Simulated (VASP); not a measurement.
A run of VASP 6.6.1 is set up as follows.

The input INCAR:

```
PREC = Accurate ; ENCUT = 520
EDIFF = 1E-6 ; ISMEAR = 1
SIGMA = 0.0137 ; LREAL = Auto
LASPH = True ; NELM = 80
ALGO = Normal ; ISIF = 2
LWAVE = False ; LCHARG = False
GGA = PE ; NBANDS = 68
```

Contents of KPOINTS:

```
regular mesh
0
Gamma
  5 5 5
```

POSCAR

```
ZnAs3
1.0
    0.0000000000      5.7780960000      0.0000000000
    8.6128290000     -2.8890480000      0.0000000000
    0.0000000000      0.0000000000     -5.7874070000
As Zn
12 4
Direct
    0.1190000000      0.2380000000      0.0000000000
    0.3810000000      0.7620000000      0.5000000000
    0.8810000000      0.7620000000      0.0000000000
    0.6190000000      0.2380000000      0.5000000000
    0.5000000000      0.5000000000      0.7500000000
    0.0000000000      0.5000000000      0.2500000000
    0.5000000000      0.5000000000      0.2500000000
    0.0000000000      0.5000000000      0.7500000000
    0.1900000000      0.0000000000      0.6900000000
    0.3100000000      0.0000000000      0.1900000000
    0.8100000000      0.0000000000      0.3100000000
    0.6900000000      0.0000000000      0.8100000000
    0.3670000000      0.7340000000      0.0000000000
    0.1330000000      0.2660000000      0.5000000000
    0.6330000000      0.2660000000      0.0000000000
    0.8670000000      0.7340000000      0.5000000000
```

Potentials or basis: VASP PAW PBE potentials, release 64 (As, Zn).

The run is started by

```bash
$ cat potpaw_PBE.64/As/POTCAR potpaw_PBE.64/Zn/POTCAR > POTCAR
$ mpirun -np 1 vasp_std > vasp.out
```

What does it give for the band gap on the k mesh?

Zero (bands 54 and 55 overlap by 0.72 eV).

What does it give for the pressure?

3.7 GPa.

What does it give for the largest force?

0.347 eV/Å.

Stress tensor (GPa, compression positive):
```
4.93 0.00 0.00
0.00 2.83 0.00
0.00 0.00 3.20
```

Caveat: the cell stands under pressure.
